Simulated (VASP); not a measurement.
A run of VASP 6.6.1 is set up as follows.

POSCAR

```
Cr
1.0
    2.6957846861      0.0000000000      0.0000000000
   -1.3478923430      2.3346180213      0.0000000000
    0.0000000000      0.0000000000      4.3804017928
Cr
2
Direct
    0.6666666667      0.3333333333      0.7500000000
    0.3333333333      0.6666666667      0.2500000000
```

Contents of INCAR.step1:

```
ALGO = Normal
EDIFF = 1E-4
ENCUT = 520
GGA = PE
ISMEAR = -1
ISPIN = 2
LASPH = True
LCHARG = False
LMAXMIX = 4
LREAL = False
LWAVE = True
MAGMOM = 3 3
NBANDS = 23
NELM = 150
PREC = Accurate
SIGMA = 0.05
```

Contents of INCAR.step2:

```
ALGO = Normal
EDIFF = 1E-6
ENCUT = 520
ISIF = 2
ISMEAR = -1
ISPIN = 2
ISTART = 1
LASPH = True
LCHARG = True
LELF = True
LMAXMIX = 4
LMIXTAU = True
LORBIT = 11
LREAL = False
LVHAR = True
LWAVE = False
MAGMOM = 3 3
METAGGA = R2SCAN
NBANDS = 23
NELM = 150
PREC = Accurate
SIGMA = 0.05
```

KPOINTS

```
k-points
0
Gamma
  11 11 6
```

Potentials or basis: VASP PAW PBE potentials, release 64 (Cr_pv).

Launch:

```console
$ cat potpaw_PBE.64/Cr_pv/POTCAR > POTCAR
$ cp INCAR.step1 INCAR
$ mpirun -np 1 vasp_std > vasp.out
$ cp INCAR.step2 INCAR
$ mpirun -np 1 vasp_std > vasp.out
```

Question: Estimate the pressure.

Answer: -13.1 GPa.

Question: Predict the net moment.

Answer: 4.02 μB per cell.

Question: Estimate the band gap on the k mesh.

Answer: Zero (filled and empty bands overlap).

Question: Estimate the site moments.

Answer: Cr +1.96 μB.

Stress tensor (GPa, compression positive):
```
-10.98   0.00   0.00
  0.00 -10.98   0.00
  0.00   0.00 -17.46
```

Caveat: the cell stands under tension; the PAW data sets were made with another functional, which shifts forces and pressure a little.
